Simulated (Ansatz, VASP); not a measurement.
One calculation of K2S, two programs

POSCAR

```
K2S
1.0
    0.0000000000      3.7027186978      3.7027186978
    3.7027186978      0.0000000000      3.7027186978
    3.7027186978      3.7027186978      0.0000000000
K S
2 1
Direct
    0.2500000000      0.2500000000      0.2500000000
    0.7500000000      0.7500000000      0.7500000000
    0.0000000000      0.0000000000      0.0000000000
```

File INCAR.step1:

```
  PREC = Accurate
  ENCUT = 550
  ISMEAR = -1
  SIGMA = 0.05
  LREAL = False
  LASPH = True
  NELM = 120
  NBANDS = 19
  GGA = PE
  ALGO = Normal
  EDIFF = 1E-5
  LWAVE = True
  LCHARG = False
  GGA_COMPAT = False
```

File INCAR.step2:

```
  PREC = Accurate
  ENCUT = 550
  EDIFF = 1E-6
  ISMEAR = -1
  SIGMA = 0.05
  LREAL = False
  LASPH = True
  NELM = 120
  ALGO = Normal
  ISIF = 2
  LWAVE = False
  LCHARG = False
  METAGGA = R2SCAN
  LMIXTAU = True
  NBANDS = 19
  ISTART = 1
  GGA_COMPAT = False
```

KPOINTS

```
regular mesh
0
Gamma
  4 4 4
```

Input for Ansatz:

```yaml
crystal:
  lattice:
    - [0.0, 3.7027186978, 3.7027186978]
    - [3.7027186978, 0.0, 3.7027186978]
    - [3.7027186978, 3.7027186978, 0.0]
  atoms:
    - { symbol: K, position: [0.25, 0.25, 0.25] }
    - { symbol: K, position: [0.75, 0.75, 0.75] }
    - { symbol: S, position: [0.0, 0.0, 0.0] }
kpoints:
  mp_grid: { grid: [4, 4, 4] }
hamiltonian:
  xc: r2scan
scf:
  occupations: { method: fermi_dirac, width: 0.05 }
  n_extra_bands: 4
output:
  forces: true
  stress: true
  eigenvalues: true
```

Alike in both runs: task single point; functional r2SCAN; k mesh 4 × 4 × 4; occupations fermi-dirac, width 0.05 eV; no spin polarisation.

```csv
,VASP,Ansatz
version,VASP 6.6.1,Ansatz 0.2.0
potentials or method,"VASP PAW PBE potentials, release 64 (K_sv, S)",plane waves
plane-wave cutoff (eV),550,500
valence electrons in the cell,24,24
```

|  | VASP | Ansatz | Ansatz less VASP |
| --- | --- | --- | --- |
| gap on the k mesh at the Fermi level (eV) | 2.76 | 2.75 | -0.005 |
| pressure (GPa) | 0.0 | 0.0 | -0.02 |

VASP's potentials were made for PBE, not for r2SCAN.
